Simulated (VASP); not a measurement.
The system is ZrOs.

```xyz
2
Lattice="3.2630 0.0000 0.0000 0.0000 3.2630 0.0000 0.0000 0.0000 3.2630" Properties=species:S:1:pos:R:3 pbc="T T T"
Zr    1.6315    1.6315    1.6315
Os    0.0000    0.0000    0.0000
```

* Program: VASP 6.6.1
* Task: relaxation of volume and atoms at fixed shape
* Functional: LDA
* Potentials or basis: VASP PAW LDA potentials, release 64 (Zr_sv, Os)
* Cutoff: 600 eV
* k mesh: 5 × 5 × 5
* Occupations: fermi-dirac, width 0.1 eV
* Spin: no spin polarisation

At the start: pressure -7.3 GPa; volume 17.37 Å³/atom.

Problem. How do energy, volume and symmetry change on relaxing?

Solution. Over 4 steps the energy falls by 13.0 meV/atom and the volume is 16.81 Å³/atom (-3.2 %); space group Pm-3m (No. 221, to 0.1 Å) before and after.

Step by step:
```tsv
step	energy change (eV)	largest force (eV/Å)	pressure (GPa)	volume (Å³)
1	0.0000	0.0000	-7.27	34.74
2	0.1629	0.0000	24.19	30.93
3	-0.0261	0.0000	-0.26	33.66
4	-0.0261	0.0000	-0.03	33.63
```

Final structure:
```xyz
2
Lattice="3.2278 0.0000 0.0000 0.0000 3.2278 0.0000 0.0000 0.0000 3.2278" Properties=species:S:1:pos:R:3 pbc="T T T"
Zr    1.6139    1.6139    1.6139
Os    0.0000    0.0000    0.0000
```

Caveat: the k points lie up to 0.39 Å⁻¹ apart in the final cell.
